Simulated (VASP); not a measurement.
# Al3Cu2 (P-3m1) in VASP: further runs

Al3Cu2 is run at these levels: PBEsol; tasks: single point, relaxation of cell and atoms.

All numbers are computed with VASP 6.6.1; they aren't measurements. Logs are shortened: lines on timing, memory, paths and dates and some standing lists are left out, and cuts for length are marked.

**1. The cell of the first run**

Symmetry: P-3m1, No. 164, trigonal system. Conventional cell: a = 4.085 Å, b = 4.085 Å, c = 5.016 Å, α = 90.00°, β = 90.00°, γ = 120.00°. Al (site symmetry -3m) has 6 Cu at 2.49 Å and 6 Al at 2.94 Å within 3.3 Å. Al (site symmetry 3m) has 5 Cu at 2.46 to 2.56 Å and 6 Al at 2.80 to 2.94 Å within 3.2 Å. Cu (site symmetry 3m) has 8 Al at 2.46 to 2.56 Å and 3 Cu at 2.85 Å within 3.2 Å.

**2. Single point, PBEsol**

INCAR

```
SYSTEM = Al3Cu2
PREC     = Accurate       ! precision mode
ENCUT    = 600            ! plane-wave cutoff, eV
EDIFF    = 1E-6           ! SCF threshold, eV
ISMEAR   = 0              ! smearing method
SIGMA    = 0.15           ! smearing width, eV
LREAL    = .FALSE.        ! projectors in reciprocal space
LASPH    = .TRUE.         ! aspherical terms in the spheres
NELM     = 120            ! most SCF steps
ALGO     = Normal         ! electronic algorithm
ISIF     = 2              ! what is computed and relaxed
LWAVE    = .FALSE.        ! write WAVECAR
LCHARG   = .TRUE.         ! write CHGCAR
GGA      = PS             ! functional
LELF     = .TRUE.         ! ELF
LVHAR    = .TRUE.       
NBANDS   = 24             ! bands
GGA_COMPAT= .FALSE.
```

KPOINTS

```
regular mesh
0
G
  6 6 4
  0 0 0
```

POSCAR

```
Al3Cu2
1.0
    4.0852901930      0.0000000000      0.0000000000
   -2.0426450965      3.5379650889      0.0000000000
    0.0000000000      0.0000000000      5.0163155782
Al Cu
3 2
Direct
    0.0000000000      0.0000000000      0.0000000000
    0.3333333333      0.6666666667      0.3502960714
    0.6666666667      0.3333333333      0.6497039286
    0.3333333333      0.6666666667      0.8408308519
    0.6666666667      0.3333333333      0.1591691481
```

Potentials or basis: VASP PAW PBE potentials, release 64 (Al, Cu).

Launch:

```bash
$ cat potpaw_PBE.64/Al/POTCAR potpaw_PBE.64/Cu/POTCAR > POTCAR
$ mpirun -np 1 vasp_std > vasp.out
```

OUTCAR:

```text
SYSTEM = Al3Cu2
   PREC = Accurate
   ENCUT = 600
   EDIFF = 1E-6
   ISMEAR = 0
   LREAL = .FALSE.
   LASPH = .TRUE.
   NELM = 120
   ISIF = 2
   GGA = PS

 ion  position               nearest neighbor table
   1  0.000  0.000  0.000-   4 2.49   5 2.49   4 2.49   5 2.49   5 2.49   4 2.49   2 2.94   3 2.94
                             2 2.94   3 2.94   2 2.94   3 2.94
   2  0.333  0.667  0.350-   4 2.46   5 2.55   5 2.55   5 2.55   4 2.56   3 2.80   3 2.80   3 2.80
                             1 2.94   1 2.94   1 2.94
   3  0.667  0.333  0.650-   5 2.46   4 2.55   4 2.55   4 2.55   5 2.56   2 2.80   2 2.80   2 2.80
                             1 2.94   1 2.94   1 2.94
   4  0.333  0.667  0.841-   2 2.46   1 2.49   1 2.49   1 2.49   3 2.55   3 2.55   3 2.55   2 2.56

   5  0.667  0.333  0.159-   3 2.46   1 2.49   1 2.49   1 2.49   2 2.55   2 2.55   2 2.55   3 2.56

  LATTYP: Found a hexagonal cell.
 ALAT       =     4.0852901930
 C/A-ratio  =     1.2278970015

  Lattice vectors:

 A1 = (   4.0852901930,   0.0000000000,   0.0000000000)
 A2 = (  -2.0426450965,   3.5379650889,   0.0000000000)
 A3 = (   0.0000000000,   0.0000000000,   5.0163155782)

Analysis of symmetry for initial positions (statically):
=====================================================================
 Subroutine PRICEL returns:
 Original cell was already a primitive cell.

 Routine SETGRP: Setting up the symmetry group for a
 hexagonal supercell.

 Subroutine GETGRP returns: Found 12 space group operations
 (whereof 12 operations were pure point group operations)
 out of a pool of 24 trial point group operations.

The static configuration has the point symmetry D_3d.

Analysis of symmetry for dynamics (positions and initial velocities):
=====================================================================
 Subroutine PRICEL returns:
 Original cell was already a primitive cell.

 Routine SETGRP: Setting up the symmetry group for a
 hexagonal supercell.

 Subroutine GETGRP returns: Found 12 space group operations
 (whereof 12 operations were pure point group operations)
 out of a pool of 24 trial point group operations.

The dynamic configuration has the point symmetry D_3d.

 Subroutine INISYM returns: Found 12 space group operations
 (whereof 12 operations are pure point group operations),
 and found     1 'primitive' translations

----------------------------------------------------------------------------------------

                                     Primitive cell

[... 97 lines left out ...]
   EDIFFG = 0.1E-04   stopping-criterion for IOM
   NSW    =      0    number of steps for IOM
   IBRION =     -1    ionic relax: 0-MD 1-quasi-New 2-CG
   NFREE  =      0    steps in history (QN), initial steepest desc. (CG)
   ISIF   =      2    stress and relaxation
   ISYM   =      2    0-nonsym 1-usesym 2-fastsym
   POTIM  = 0.5000    time-step for ionic-motion
   TEBEG  =    0.0;   TEEND  =   0.0 temperature during run
   PSTRESS=    0.0 pullay stress
   NELECT =      31.0000    total number of electrons
   NUPDOWN=      -1.0000    fix difference up-down
   EMIN   =  10.00;   EMAX   =-10.00  energy-range for DOS
   EFERMI =   0.00;   METHOD = LEGACY
   ISMEAR =     0;   SIGMA  =   0.15  broadening in eV -4-tet -1-fermi 0-gaus
   EFERMI_NEDOS =   21; number of points for ismear=-14 and -15
   IALGO  =     38    algorithm
   IMIX   =      4    mixing-type and parameters
     AMIX     =   0.40;   BMIX     =  1.00
     AMIX_MAG =   1.60;   BMIX_MAG =  1.00
  volume/ion in A,a.u.               =      14.50        97.86
  Fermi-wavevector in a.u.,A,eV,Ry     =   1.233318  2.330632 20.695448  1.521073
  Thomas-Fermi vector in A             =   2.368053
   LORBIT       =      0    0 simple, 1 ext, 2 COOP (PROOUT), +10 PAW based schemes
   GGA     = PS    functional components
   LHFCALC =     F    Hartree Fock is set to
   AEXX    =    0.0000 exact exchange contribution
   IVDW    =     0    specifies the selected vdW correction
   LEPSILON=     F    determine dielectric tensor
   LRPA    =     F    only Hartree local field effects (RPA)
 non-spin polarized calculation
 Gauss-broadening in eV      SIGMA  =   0.15
  energy-cutoff  :      600.00
  volume of cell :       72.50
 maximum number of plane-waves:      2444
 NGX is ok and might be reduce to    36
   NGX = 17   NGY = 17   NGZ = 21

 number of electron      31.0000014 magnetization

 Free energy of the ion-electron system (eV)
  ---------------------------------------------------
  ext. energy  EPLUGINS =         0.00000000
  ---------------------------------------------------
  free energy    TOTEN  =       -21.70473937 eV

  energy without entropy =      -21.68366397  energy(sigma->0) =      -21.69420167

 E-fermi :   8.2532     XC(G=0): -11.0652

 val. band max:        8.2520531669   @ k =   0.1667   0.1667   0.2500
 cond. band min:       8.3627960679   @ k =   0.3333   0.0000   0.0000
 fundamental gap:      0.1107429010
 Fermi energy:         8.2532445003

 k-point     1 :       0.0000    0.0000    0.0000
  band No.  band energies     occupation
      1      -2.9645      2.00000
      2       1.8376      2.00000
      3       2.3655      2.00000
      4       2.9326      2.00000
      5       2.9326      2.00000
      6       3.2911      2.00000
[... 637 lines left out ...]
     23      14.9410      0.00000
     24      15.0497      0.00000

------------------------ aborting loop because EDIFF is reached ----------------------------------------

  FORCE on cell =-STRESS in cart. coord.  units (eV):
  Direction    XX          YY          ZZ          XY          YZ          ZX
  --------------------------------------------------------------------------------------
  -------------------------------------------------------------------------------------
  Total        0.2492914      0.2492914      0.3025642      0.0000000      0.0000000      0.0000000
  in kB        5.5087936      5.5087936      6.6860062      0.0000000      0.0000000      0.0000000
  external PRESSURE =       5.9011978 kB  Pullay stress =       0.0000000 kB

 VOLUME and BASIS-vectors are now :
 -----------------------------------------------------------------------------
  energy-cutoff  :      600.00
  volume of cell :       72.50
      direct lattice vectors                 reciprocal lattice vectors
     4.085290193  0.000000000  0.000000000     0.244780653  0.141324176  0.000000000
    -2.042645096  3.537965089  0.000000000     0.000000000  0.282648351  0.000000000
     0.000000000  0.000000000  5.016315578     0.000000000  0.000000000  0.199349500

 POSITION                                       TOTAL-FORCE (eV/Angst)
 -----------------------------------------------------------------------------------
      0.00000      0.00000      0.00000         0.000000      0.000000      0.000000
     -0.00000      2.35864      1.75720         0.000000     -0.000000      0.007918
      2.04265      1.17932      3.25912         0.000000      0.000000     -0.007918
     -0.00000      2.35864      4.21787        -0.000000      0.000000     -0.001384
      2.04265      1.17932      0.79844        -0.000000     -0.000000      0.001384
 -----------------------------------------------------------------------------------
    total drift:                                0.000000     -0.000000     -0.000000

  FREE ENERGIE OF THE ION-ELECTRON SYSTEM (eV)
  ---------------------------------------------------
  free  energy   TOTEN  =       -21.7047393692 eV

  energy  without entropy=      -21.6836639669  energy(sigma->0) =      -21.69420167
```

Run time: 55 s. Hardware: 1 thread of Intel Xeon 6975P-C, shared host; peak memory 0.23 GiB.

Results:

```
Free energy   : -21.7047 eV
Pressure      : 0.6 GPa
Largest force : 0.008 eV/Å
```

Forces on the atoms (eV/Å):
```
Al   0.000  0.000  0.000
Al   0.000  0.000  0.008
Al   0.000  0.000 -0.008
Cu   0.000  0.000 -0.001
Cu   0.000  0.000  0.001
```

Stress tensor (GPa, compression positive):
```
0.55 0.00 0.00
0.00 0.55 0.00
0.00 0.00 0.67
```

Levels at points of the mesh, in eV from the Fermi level:
```
           k point  band 11  band 12  band 13  band 14  band 15  band 16  band 17  band 18  band 19  band 20
(0.00, 0.00, 0.00)    -4.08    -3.65    -3.60    -0.09    -0.09     1.44     1.44     2.64     3.00     5.37
(0.50, 0.00, 0.00)    -4.23    -4.05    -2.97    -2.96    -2.55    -0.76    -0.05     0.44     3.04     3.83
(0.00, 0.00, 0.50)    -4.12    -4.12     1.28     1.28     1.41     1.41     1.79     2.44     2.50     2.50
(0.50, 0.00, 0.50)    -4.26    -4.16    -4.09    -3.48    -1.69    -0.11     0.83     1.04     5.07     5.25
```

Caveat: the PAW data sets were made with another functional, which shifts forces and pressure a little.

**3. Relaxation of cell and atoms, PBEsol**

INCAR

```
SYSTEM = Al3Cu2
PREC = Accurate ; ENCUT = 600
EDIFF = 1E-7 ; ISMEAR = 0
SIGMA = 0.15 ; LREAL = .FALSE.
LASPH = .TRUE. ; NELM = 120
ALGO = Normal ; ISIF = 3
LWAVE = .FALSE. ; LCHARG = .FALSE.
GGA = PS ; IBRION = 2
NSW = 60 ; EDIFFG = -0.01
GGA_COMPAT = .FALSE. ; NELMIN = 4
```

KPOINTS is that of step 2.

POSCAR

```
Al3Cu2
1.0
    4.0919520000      0.0000000000      0.0000000000
   -2.0459760000      3.5437340000      0.0000000000
    0.0000000000      0.0000000000      4.9927790000
Al Cu
3 2
Direct
    0.0000000000      0.0000000000      0.0000000000
    0.3333333333      0.6666666667      0.3499250000
    0.6666666667      0.3333333333      0.6500750000
    0.3333333333      0.6666666667      0.8395120000
    0.6666666667      0.3333333333      0.1604880000
```

Potentials or basis: VASP PAW PBE potentials, release 64 (Al, Cu).

Launch:

```bash
$ cat potpaw_PBE.64/Al/POTCAR potpaw_PBE.64/Cu/POTCAR > POTCAR
$ mpirun -np 1 vasp_std > vasp.out
```

Run time: 2.4 min. Hardware: 1 thread of Intel Xeon 6975P-C, shared host; peak memory 0.24 GiB.

It converged, with:

| Item | Value |
| --- | --- |
| Free energy | -21.7050 eV |
| Relaxed volume | 14.55 Å³/atom |
| Relaxed cell | a = 4.088 Å, b = 4.088 Å, c = 5.027 Å, α = 90.00°, β = 90.00°, γ = 120.00° |
| Space group after relaxing (to 0.05 Å) | P-3m1 (No. 164) |
| Energy gained by relaxing | 0.5 meV/atom |
| Ionic steps | 8 |
| Pressure after relaxing | 0.0 GPa |
| Largest force after relaxing | 0.007 eV/Å |

Forces in eV/Å, atoms in the order of the input:
```
Al   0.000  0.000  0.000
Al   0.000  0.000  0.007
Al   0.000  0.000 -0.007
Cu   0.000  0.000  0.005
Cu   0.000  0.000 -0.005
```

Step by step:
| step | energy change (eV) | largest force (eV/Å) | pressure (GPa) | volume (Å³) |
| --- | --- | --- | --- | --- |
| 1 | 0.0000 | 0.0655 | 0.53 | 72.40 |
| 2 | -0.0021 | 0.0170 | -0.21 | 72.90 |
| 3 | -0.0021 | 0.0172 | -0.23 | 72.90 |
| 4 | -0.0023 | 0.0127 | 0.00 | 72.74 |
| 5 | -0.0023 | 0.0127 | 0.02 | 72.75 |
| 6 | -0.0023 | 0.0126 | -0.03 | 72.76 |
| 7 | -0.0023 | 0.0128 | 0.01 | 72.75 |
| 8 | -0.0023 | 0.0066 | -0.01 | 72.76 |

Final structure:
```xyz
5
Lattice="4.0882 0.0000 0.0000 -2.0441 3.5405 0.0000 0.0000 0.0000 5.0266" Properties=species:S:1:pos:R:3 pbc="T T T"
Al   -2.0441    3.5405    5.0266
Al    0.0000    2.3603    1.7601
Al    2.0441    1.1802    3.2665
Cu    0.0000    2.3603    4.2245
Cu    2.0441    1.1802    0.8021
```

Levels at points of the mesh, in eV from the Fermi level:
| k point | band 13 | band 14 | band 15 | band 16 | band 17 | band 18 |
| --- | --- | --- | --- | --- | --- | --- |
| (0.00, 0.00, 0.00) | -3.59 | -0.07 | -0.07 | 1.45 | 1.45 | 2.64 |
| (0.50, 0.00, 0.00) | -2.96 | -2.94 | -2.54 | -0.77 | -0.06 | 0.44 |
| (0.00, 0.00, 0.50) | 1.28 | 1.28 | 1.42 | 1.42 | 1.78 | 2.42 |
| (0.50, 0.00, 0.50) | -4.07 | -3.47 | -1.68 | -0.11 | 0.83 | 1.04 |

Caveat: the PAW data sets were made with another functional, which shifts forces and pressure a little.
